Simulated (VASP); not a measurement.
A run of VASP 6.6.1 is set up as follows.

POSCAR

```
MgH2
1.0
    0.0000000000      2.3810670000      2.3810670000
    2.3810670000      0.0000000000      2.3810670000
    2.3810670000      2.3810670000      0.0000000000
Mg H
1 2
Direct
    0.0000000000      0.0000000000      0.0000000000
    0.7500000000      0.7500000000      0.7500000000
    0.2500000000      0.2500000000      0.2500000000
```

File INCAR.step1:

```
SYSTEM = MgH2
ALGO = Normal ; EDIFF = 1E-5
EDIFFG = -0.005 ; ENCUT = 920
GGA = PE ; GGA_COMPAT = .False.
IBRION = 2 ; ISIF = 3
ISMEAR = -1 ; LASPH = .True.
LCHARG = .False. ; LREAL = .False.
LWAVE = .True. ; NELM = 120
NELMIN = 4 ; NSW = 100
PREC = Accurate ; SIGMA = 0.1
```

File INCAR.step2:

```
SYSTEM = MgH2
ALGO = Normal ; EDIFF = 1E-7
EDIFFG = -0.03 ; ENCUT = 920
GGA_COMPAT = .False. ; IBRION = 2
ISIF = 3 ; ISMEAR = -1
ISTART = 1 ; LASPH = .True.
LCHARG = .False. ; LMIXTAU = .True.
LREAL = .False. ; LWAVE = .False.
METAGGA = R2SCAN ; NELM = 120
NELMIN = 4 ; NSW = 80
PREC = Accurate ; PSTRESS = -20.0
SIGMA = 0.1
```

File KPOINTS:

```
k-points
0
Gamma
  6 6 6
  0 0 0
```

Potentials or basis: VASP PAW PBE potentials, release 64 (Mg_sv, H).

The run is started by

```console
$ cat potpaw_PBE.64/Mg_sv/POTCAR potpaw_PBE.64/H/POTCAR > POTCAR
$ cp INCAR.step1 INCAR
$ mpirun -np 1 vasp_std > vasp.out
$ cp INCAR.step2 INCAR
$ mpirun -np 1 vasp_std > vasp.out
```

(1) Estimate the space group after relaxing (to 0.1 Å).

(2) Estimate the relaxed cell.

(3) Estimate the relaxed volume.

(4) Estimate the band gap on the k mesh.

Results:

(1) Fm-3m (No. 225).

(2) a = 3.375 Å, b = 3.375 Å, c = 3.375 Å, α = 60.00°, β = 60.00°, γ = 60.00°.

(3) 9.07 Å³/atom.

(4) zero (bands 6 and 7 overlap by 0.83 eV).

Caveat: the k points lie up to 0.38 Å⁻¹ apart in the final cell, too coarse for converged energies and pressures of a metal; the cell is relaxed towards a set pressure, so the run minimises the enthalpy, not the energy; the PAW data sets were made with another functional, which shifts forces and pressure a little.
